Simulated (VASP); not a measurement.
Ba2Ti3O8, a slab with vacuum:

```
Ti O Ba
1.0
     3.96987    0.00000    0.00000
     0.00000    3.96987    0.00000
     0.00000    0.00000   22.93974
Ti O Ba
3 8 2
Direct
  0.00000 0.00000 0.32694
  0.00000 0.00000 0.50000
  0.00000 0.00000 0.67306
  0.50000 0.00000 0.32694
  0.00000 0.50000 0.32694
  0.00000 0.00000 0.41347
  0.50000 0.00000 0.50000
  0.00000 0.50000 0.50000
  0.00000 0.00000 0.58653
  0.50000 0.00000 0.67306
  0.00000 0.50000 0.67306
  0.50000 0.50000 0.41347
  0.50000 0.50000 0.58653
```

Base run:

```yaml
Program: VASP 6.6.1
Functional: PBEsol
Potentials_or_basis: VASP PAW PBE potentials, release 64 (Ti_sv, O, Ba_sv)
Cutoff: 520 eV
k_mesh: 7 × 7 × 3
Occupations: gaussian, width 0.05 eV
Spin: no spin polarisation
```

Its results: band gap on the k mesh 1.03 eV (least direct gap 1.59 eV); largest force 2.269 eV/Å.

Task: The run is repeated on the same cell with these changes: k mesh from 7 × 7 × 3 to 7 × 7 × 1; further incar settings from ALGO = Normal; EDIFF = 1e-06; NBANDS = 64 to ALGO = Normal; EDIFF = 1e-07; NBANDS = 64; EFIELD = 0.3. What comes out?

Result: Band gap on the k mesh 0.86 eV (least direct gap 1.45 eV); largest force 2.527 eV/Å.

Caveats: the PAW data sets were made with another functional, which shifts forces and pressure a little; spin-orbit coupling is left out, which moves the levels of the heavy elements.

A k mesh can miss the band edges.
